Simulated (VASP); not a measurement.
Here is a VASP 6.6.1 calculation.

INCAR

```
ALGO = Normal
EDIFF = 1E-8
ENCUT = 520
GGA = PS
ISIF = 2
ISMEAR = -1
LASPH = T
LCHARG = F
LEFG = T
LREAL = F
LWAVE = F
NBANDS = 9
NELM = 60
PREC = Accurate
SIGMA = 0.05
```

The input KPOINTS:

```
k-points
0
Gamma
  12 12 12
```

File POSCAR:

```
Be
1.0
    0.0000000000      2.1463250724      2.1463250724
    2.1463250724      0.0000000000      2.1463250724
    2.1463250724      2.1463250724      0.0000000000
Be
2
Direct
   -0.1250000000     -0.1250000000     -0.1250000000
    0.1250000000      0.1250000000      0.1250000000
```

Potentials or basis: VASP PAW PBE potentials, release 64 (Be).

Run with:

```sh
$ cat potpaw_PBE.64/Be/POTCAR > POTCAR
$ mpirun -np 1 vasp_std > vasp.out
```

What does it give for the band gap on the k mesh?

Zero (bands 2 and 3 overlap by 8.19 eV).

Estimate the pressure.

33.0 GPa.

Caveat: the cell stands under pressure; the PAW data sets were made with another functional, which shifts forces and pressure a little.
